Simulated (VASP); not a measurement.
Input of a VASP 6.6.1 run:

INCAR

```
SYSTEM = Hf
PREC = Accurate
ENCUT = 600
EDIFF = 1E-6
ISMEAR = -1
SIGMA = 0.1
LREAL = .FALSE.
LASPH = .TRUE.
NELM = 60
ALGO = Normal
ISIF = 3
LWAVE = .FALSE.
LCHARG = .FALSE.
GGA = PS
IBRION = 2
NSW = 32
EDIFFG = -0.005
PSTRESS = 710.0
```

The input KPOINTS:

```
regular mesh
0
G
  15 15 15
  0 0 0
```

Contents of POSCAR:

```
Hf
1.0
    2.5007684687      0.0000000000      0.0000000000
    0.0000000000      2.5007684687      0.0000000000
    0.0000000000      0.0000000000      2.5007684687
Hf
1
Direct
    0.0000000000      0.0000000000      0.0000000000
```

Potentials or basis: VASP PAW PBE potentials, release 64 (Hf_pv).

Command:

```sh
$ cat potpaw_PBE.64/Hf_pv/POTCAR > POTCAR
$ mpirun -np 1 vasp_std > vasp.out
```

Question: Predict the space group after relaxing (to 0.05 Å).

Answer: Pm-3m (No. 221).

Question: Predict the band gap on the k mesh.

Answer: Zero (band 5 reaches 8.22 eV, above the bottom of band 6 at 3.95 eV).

Question: What does it give for the relaxed volume?

Answer: 15.58 Å³/atom.

Final structure:
```cif
data_structure
_symmetry_space_group_name_H-M 'P 1'
_symmetry_Int_Tables_number 1
_cell_length_a 2.4974
_cell_length_b 2.4974
_cell_length_c 2.4974
_cell_angle_alpha 90.000
_cell_angle_beta 90.000
_cell_angle_gamma 90.000
_cell_volume 15.58
loop_
_atom_site_label
_atom_site_type_symbol
_atom_site_fract_x
_atom_site_fract_y
_atom_site_fract_z
_atom_site_occupancy
Hf1 Hf 0.00000 0.00000 0.00000 1
```

Caveat: the cell is relaxed towards a set pressure, so the enthalpy falls and the energy may rise; the PAW data sets were made with another functional, which shifts forces and pressure a little; spin-orbit coupling is left out, which moves the levels of the heavy elements.
